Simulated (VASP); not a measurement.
Set up this calculation in VASP 6.6.1, as the native input.

```yaml
Task: single point
Functional: PBE
Potentials_or_basis: VASP PAW PBE potentials, release 64 (Sr_sv, V_sv, O)
Cutoff: 520 eV
k_mesh: 6 × 6 × 6
Occupations: gaussian, width 0.1 eV
Spin: collinear spin, ferromagnetic start
Starting_moments: "[0.0, 1.1, 0.0, 0.0, 0.0] μB"
Hubbard_terms: V d U = 3.25 eV
Dipole_correction: no
Further_INCAR_settings: ALGO = Normal; EDIFF = 1e-06; NBANDS = 32
```

The structure of SrVO3 lies in POSCAR:

```
SrVO3
1.0
    3.8500000000      0.0000000000      0.0000000000
    0.0000000000      3.8500000000      0.0000000000
    0.0000000000      0.0000000000      3.8500000000
Sr V O
1 1 3
Direct
    0.0000000000      0.0000000000      0.0000000000
    0.5000000000      0.5000000000      0.5000000000
    0.5000000000      0.5000000000      0.0000000000
    0.5000000000      0.0000000000      0.5000000000
    0.0000000000      0.5000000000      0.5000000000
```

The input as run:

INCAR

```
PREC = Accurate
ENCUT = 520
EDIFF = 1E-6
ISMEAR = 0
SIGMA = 0.1
LREAL = False
LASPH = True
NELM = 150
ALGO = Normal
ISIF = 2
LWAVE = False
LCHARG = False
ISPIN = 2
MAGMOM = 0 1.1 0 0 0
LORBIT = 11
LMAXMIX = 4
LDAU = True
LDAUTYPE = 2
LDAUL = -1 2 -1
LDAUU = 0 3.25 0
LDAUJ = 0 0 0
LDAUPRINT = 1
GGA = PE
NBANDS = 32
```

KPOINTS

```
Automatic mesh
0
Gamma
  6 6 6
```

Potentials or basis: VASP PAW PBE potentials, release 64 (Sr_sv, V_sv, O).

The run is started by

```sh
$ cat potpaw_PBE.64/Sr_sv/POTCAR potpaw_PBE.64/V_sv/POTCAR potpaw_PBE.64/O/POTCAR > POTCAR
$ mpirun -np 1 vasp_std > vasp.out
```

It gave:

```
Pressure                                              : 6.9 GPa
Band gap on the k mesh                                : zero (filled and empty bands overlap)
Net moment                                            : 1.00 μB per cell
Site moments                                          : Sr -0.00; V +1.11; O -0.05 μB
Valence electrons inside the program's atomic spheres : Sr 8.02; V 11.49; O 5.06
```

Run time: 58 s on 1 thread of Intel Xeon 6975P-C (shared host), peak memory 0.23 GiB.
